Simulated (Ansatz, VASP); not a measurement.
**Two plane-wave programs on Te**

```
Te
1.0
     3.44206    0.00000    0.00000
    -1.72103    2.98092    0.00000
     0.00000    0.00000   11.24178
Te
4
Direct
  0.00000 0.00000 0.00000
  0.00000 0.00000 0.50000
  0.33333 0.66667 0.25000
  0.66667 0.33333 0.75000
```

Alike in both runs: task relaxation of cell and atoms; functional BLYP; k mesh 11 × 11 × 3; occupations fermi-dirac, width 0.1 eV; no spin polarisation.

```csv
,VASP,Ansatz
version,VASP 6.6.1,Ansatz 0.2.0
potentials or method,"VASP PAW PBE potentials, release 64 (Te), cutoff 600 eV","plane waves (420 eV) with PAW, scalar-relativistic"
valence electrons in the cell,24,64
```

VASP gave:

```
relaxed volume (Å³/atom)                                                      : 36.17
relaxed length of the cell vector where the two differ most in proportion (Å) : 8.326
```

What did Ansatz give for the same quantities?

Relaxed volume (Å³/atom): 36.07; relaxed length of the cell vector where the two differ most in proportion (Å): 8.315.

VASP's potentials were made for PBE, not for BLYP. VASP's potentials hold 24 valence electrons a cell and Ansatz's 64, so a difference there can come from the potentials and not from the codes.

Neither program's run includes spin-orbit coupling. Noted on VASP's run: the volume moved by over 15 % at a fixed basis, so the end points are rough.
